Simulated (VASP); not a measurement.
# Cd3C (Pm-3m) in VASP: further runs, part 2 of 3

VASP 6.6.1. Earlier steps stand in the parts before.

### 4 Single point, PBE

This run uses another cell than the first one, of 18.14 Å³/atom.

INCAR

```
SYSTEM = Cd3C
PREC     = Accurate       ! precision mode
ENCUT    = 600            ! plane-wave cutoff, eV
EDIFF    = 1E-6           ! SCF threshold, eV
ISMEAR   = 0              ! smearing method
SIGMA    = 0.1            ! smearing width, eV
LREAL    = .False.        ! projectors in reciprocal space
LASPH    = .True.         ! aspherical terms in the spheres
NELM     = 120            ! most SCF steps
ALGO     = Normal         ! electronic algorithm
ISIF     = 2              ! what is computed and relaxed
LWAVE    = .False.        ! write WAVECAR
LCHARG   = .False.        ! write CHGCAR
GGA      = PE             ! functional
NBANDS   = 28             ! bands
GGA_COMPAT= .False.
```

KPOINTS

```
Automatic mesh
0
Gamma
  12 12 12
  0 0 0
```

POSCAR

```
Cd3C
1.0
    4.1705789519      0.0000000000      0.0000000000
    0.0000000000      4.1705789519      0.0000000000
    0.0000000000      0.0000000000      4.1705789519
Cd C
3 1
Direct
    0.0000000000      0.5000000000      0.5000000000
    0.5000000000      0.0000000000      0.5000000000
    0.5000000000      0.5000000000      0.0000000000
    0.0000000000      0.0000000000      0.0000000000
```

Potentials or basis: VASP PAW PBE potentials, release 64 (Cd, C).

Started as:

```bash
> cat potpaw_PBE.64/Cd/POTCAR potpaw_PBE.64/C/POTCAR > POTCAR
> mpirun -np 1 vasp_std > vasp.out
```

OUTCAR:

```text
SYSTEM = Cd3C
   PREC = Accurate
   ENCUT = 600
   EDIFF = 1E-6
   ISMEAR = 0
   LREAL = .False.
   LASPH = .True.
   NELM = 120
   ISIF = 2
   GGA = PE

 ion  position               nearest neighbor table
   1  0.000  0.500  0.500-   2 2.95   3 2.95   3 2.95   2 2.95   2 2.95   3 2.95   3 2.95   2 2.95

   2  0.500  0.000  0.500-   1 2.95   3 2.95   3 2.95   1 2.95   3 2.95   3 2.95   1 2.95   1 2.95

   3  0.500  0.500  0.000-   1 2.95   2 2.95   1 2.95   2 2.95   2 2.95   2 2.95   1 2.95   1 2.95

   4  0.000  0.000  0.000-

  LATTYP: Found a simple cubic cell.
 ALAT       =     4.1705789519

  Lattice vectors:

 A1 = (   4.1705789519,   0.0000000000,   0.0000000000)
 A2 = (   0.0000000000,   4.1705789519,   0.0000000000)
 A3 = (   0.0000000000,   0.0000000000,   4.1705789519)

Analysis of symmetry for initial positions (statically):
=====================================================================
 Subroutine PRICEL returns:
 Original cell was already a primitive cell.

 Routine SETGRP: Setting up the symmetry group for a
 simple cubic supercell.

 Subroutine GETGRP returns: Found 48 space group operations
 (whereof 48 operations were pure point group operations)
 out of a pool of 48 trial point group operations.

The static configuration has the point symmetry O_h .

Analysis of symmetry for dynamics (positions and initial velocities):
=====================================================================
 Subroutine PRICEL returns:
 Original cell was already a primitive cell.

 Routine SETGRP: Setting up the symmetry group for a
 simple cubic supercell.

 Subroutine GETGRP returns: Found 48 space group operations
 (whereof 48 operations were pure point group operations)
 out of a pool of 48 trial point group operations.

The dynamic configuration has the point symmetry O_h .

 Subroutine INISYM returns: Found 48 space group operations
[... 112 lines left out ...]
   NELECT =      40.0000    total number of electrons
   NUPDOWN=      -1.0000    fix difference up-down
   EMIN   =  10.00;   EMAX   =-10.00  energy-range for DOS
   EFERMI =   0.00;   METHOD = LEGACY
   ISMEAR =     0;   SIGMA  =   0.10  broadening in eV -4-tet -1-fermi 0-gaus
   EFERMI_NEDOS =   21; number of points for ismear=-14 and -15
   IALGO  =     38    algorithm
   IMIX   =      4    mixing-type and parameters
     AMIX     =   0.40;   BMIX     =  1.00
     AMIX_MAG =   1.60;   BMIX_MAG =  1.00
  volume/ion in A,a.u.               =      18.14       122.38
  Fermi-wavevector in a.u.,A,eV,Ry     =   1.342451  2.536865 24.520080  1.802175
  Thomas-Fermi vector in A             =   2.470604
   LORBIT       =      0    0 simple, 1 ext, 2 COOP (PROOUT), +10 PAW based schemes
   GGA     = PE    functional components
   LHFCALC =     F    Hartree Fock is set to
   AEXX    =    0.0000 exact exchange contribution
   IVDW    =     0    specifies the selected vdW correction
   LEPSILON=     F    determine dielectric tensor
   LRPA    =     F    only Hartree local field effects (RPA)
 non-spin polarized calculation
 Gauss-broadening in eV      SIGMA  =   0.10
  energy-cutoff  :      600.00
  volume of cell :       72.54
 maximum number of plane-waves:      2469
 NGX is ok and might be reduce to    36
   NGX = 17   NGY = 17   NGZ = 17

 number of electron      40.0000012 magnetization

 Free energy of the ion-electron system (eV)
  ---------------------------------------------------
  ext. energy  EPLUGINS =         0.00000000
  ---------------------------------------------------
  free energy    TOTEN  =        -6.59128088 eV

  energy without entropy =       -6.58483164  energy(sigma->0) =       -6.58805626

 E-fermi :   3.0458     XC(G=0): -11.2044

 val. band max:        3.0047308928   @ k =   0.2500   0.2500   0.0833
 cond. band min:       3.0517495883   @ k =   0.3333   0.1667   0.0833
 fundamental gap:      0.0470186955
 Fermi energy:         3.0458219595

 k-point     1 :       0.0000    0.0000    0.0000
  band No.  band energies     occupation
      1      -7.7169      2.00000
      2      -7.2736      2.00000
      3      -6.8842      2.00000
      4      -6.8842      2.00000
      5      -6.8842      2.00000
      6      -6.4299      2.00000
[... 733 lines left out ...]
     27      10.9938      0.00000
     28      11.4266      0.00000

 [... further k-points ...]
[... 5 lines left out ...]
  --------------------------------------------------------------------------------------
  -------------------------------------------------------------------------------------
  Total        0.1511544      0.1511544      0.1511544      0.0000000      0.0000000     -0.0000000
  in kB        3.3384296      3.3384296      3.3384296      0.0000000      0.0000000     -0.0000000
  external PRESSURE =       3.3384296 kB  Pullay stress =       0.0000000 kB

 VOLUME and BASIS-vectors are now :
 -----------------------------------------------------------------------------
  energy-cutoff  :      600.00
  volume of cell :       72.54
      direct lattice vectors                 reciprocal lattice vectors
     4.170578952  0.000000000  0.000000000     0.239774864  0.000000000  0.000000000
     0.000000000  4.170578952  0.000000000     0.000000000  0.239774864  0.000000000
     0.000000000  0.000000000  4.170578952     0.000000000  0.000000000  0.239774864

 POSITION                                       TOTAL-FORCE (eV/Angst)
 -----------------------------------------------------------------------------------
      0.00000      2.08529      2.08529         0.000000      0.000000      0.000000
      2.08529      0.00000      2.08529         0.000000      0.000000      0.000000
      2.08529      2.08529      0.00000         0.000000      0.000000      0.000000
      0.00000      0.00000      0.00000         0.000000      0.000000      0.000000
 -----------------------------------------------------------------------------------
    total drift:                                0.000000      0.000000      0.000000

  FREE ENERGIE OF THE ION-ELECTRON SYSTEM (eV)
  ---------------------------------------------------
  free  energy   TOTEN  =        -6.5912808760 eV

  energy  without entropy=       -6.5848316376  energy(sigma->0) =       -6.58805626
```

stdout:

```text
POSCAR found type information on POSCAR CdC
 POSCAR found :  2 types and       4 ions
 scaLAPACK will be used
 LDA part: xc-table for (Slater+PW92), standard interpolation
 POSCAR, INCAR and KPOINTS ok, starting setup
 FFT: planning ... GRIDC
 FFT: planning ... GRID_SOFT
 FFT: planning ... GRID
 WAVECAR not read
 entering main loop
```

Wall time 1.9 min (1 thread of Intel Xeon Platinum 8259CL at 2.50GHz (Skylake/Cascade Lake), shared host); peak memory 0.32 GiB.

What came out:

```yaml
Free_energy: -6.5913 eV
Pressure: 0.3 GPa
Band_gap_on_the_k_mesh: zero (bands 20 and 21 overlap by 1.18 eV)
```

### 5 Relaxation of cell and atoms, PBE

This run uses another cell than the first one, of 18.14 Å³/atom.

INCAR

```
SYSTEM = Cd3C
  ALGO = Normal
  EDIFF = 1E-7
  EDIFFG = -0.01
  ENCUT = 600
  GGA = PE
  GGA_COMPAT = .False.
  IBRION = 2
  ISIF = 3
  ISMEAR = 0
  LASPH = .True.
  LCHARG = .False.
  LREAL = .False.
  LWAVE = .False.
  NELM = 120
  NELMIN = 4
  NSW = 100
  PREC = Accurate
  SIGMA = 0.1
```

KPOINTS

```
k-points
0
Gamma
  12 12 12
  0 0 0
```

POSCAR is that of step 4.

Started as:

```bash
> cat potpaw_PBE.64/Cd/POTCAR potpaw_PBE.64/C/POTCAR > POTCAR
> mpirun -np 1 vasp_std > vasp.out
```

Run time: 2.9 min. Hardware: 1 thread of Intel Xeon Platinum 8259CL at 2.50GHz (Skylake/Cascade Lake), shared host; peak memory 0.31 GiB.

Results (log left out):

* Free energy: -6.5916 eV
* Relaxed volume: 18.24 Å³/atom
* Relaxed cell: a = 4.178 Å, b = 4.178 Å, c = 4.178 Å, α = 90.00°, β = 90.00°, γ = 90.00°
* Space group after relaxing (to 0.1 Å): Pm-3m (No. 221)
* Energy gained by relaxing: 0.1 meV/atom
* Ionic steps: 2
* Pressure after relaxing: -0.1 GPa
* Band gap on the k mesh: zero (bands 20 and 21 overlap by 1.19 eV)

The path:
| step | energy change (eV) | largest force (eV/Å) | pressure (GPa) | volume (Å³) |
| --- | --- | --- | --- | --- |
| 1 | 0.0000 | 0.0000 | 0.34 | 72.54 |
| 2 | -0.0004 | 0.0000 | -0.06 | 72.95 |

Final structure:
```
Cd C
1.0
     4.17837    0.00000    0.00000
     0.00000    4.17837    0.00000
     0.00000    0.00000    4.17837
Cd C
3 1
Direct
  0.00000 0.50000 0.50000
  0.50000 0.00000 0.50000
  0.50000 0.50000 0.00000
  0.00000 0.00000 0.00000
```

Levels at points of the mesh, in eV from the Fermi level:
```tsv
k point	band 17	band 18	band 19	band 20	band 21	band 22	band 23	band 24
(0.00, 0.00, 0.00)	-4.49	-1.86	-1.86	-1.86	2.52	2.52	3.36	3.36
(0.50, 0.00, 0.00)	-6.76	-2.41	-0.44	-0.44	1.23	2.54	2.54	3.84
(0.50, 0.50, 0.00)	-4.54	-4.13	-4.13	0.20	1.38	2.47	2.47	5.50
(0.50, 0.50, 0.50)	-3.10	-3.10	-3.10	-2.72	-0.72	-0.72	-0.72	5.19
```

(Continued in part 3 of 3.)

The gap in the log of VASP goes by the Fermi energy; the results here count the filled bands.